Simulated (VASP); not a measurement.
Set up this calculation in VASP 6.6.1, as the native input.

| Item | Value |
| --- | --- |
| Task | single point |
| Functional | LDA |
| Potentials or basis | VASP PAW LDA potentials, release 64 (Ru_pv) |
| Cutoff | 520 eV |
| k mesh | 14 × 14 × 8 |
| Occupations | methfessel-paxton, width 0.1 eV |
| Spin | non-collinear spin, zero start, spin-orbit coupling |
| Starting moments | [[0.0, 0.0, 0.0], [0.0, 0.0, 0.0]] μB |
| Dipole correction | no |
| Further INCAR settings | ALGO = Normal; EDIFF = 1e-06; NBANDS = 40 |

The structure of Ru lies in POSCAR:

```
Ru
1.0
    2.7058000000      0.0000000000      0.0000000000
   -1.3529000000      2.3432915400      0.0000000000
    0.0000000000      0.0000000000      4.2819000000
Ru
2
Direct
    0.3333333333      0.6666666667      0.2500000000
    0.6666666667      0.3333333333      0.7500000000
```

The input as run:

INCAR

```
SYSTEM = Ru
  ALGO = Normal
  EDIFF = 1E-6
  ENCUT = 520
  GGA_COMPAT = .FALSE.
  ISIF = 2
  ISMEAR = 1
  LASPH = .TRUE.
  LCHARG = .FALSE.
  LMAXMIX = 4
  LORBIT = 11
  LORBMOM = .TRUE.
  LREAL = .FALSE.
  LSORBIT = .TRUE.
  LWAVE = .FALSE.
  MAGMOM = 0 0 0 0 0 0
  NBANDS = 40
  NELM = 150
  PREC = Accurate
  SIGMA = 0.1
```

KPOINTS

```
k-points
0
G
  14 14 8
  0 0 0
```

Potentials or basis: VASP PAW LDA potentials, release 64 (Ru_pv).

Run with:

```sh
$ cat potpaw_LDA.64/Ru_pv/POTCAR > POTCAR
$ mpirun -np 1 vasp_ncl > vasp.out
```

Results of the run:

The pressure is -11.2 GPa. The net moment is 0.00 μB per cell and the valence electrons inside the program's atomic spheres are Ru 12.68.

Run time: 6.7 min on 1 thread of Intel(R) Xeon(R) Platinum 8175M CPU @ 2.50GHz (Skylake/Cascade Lake), on a shared host, peak memory 0.29 GiB.
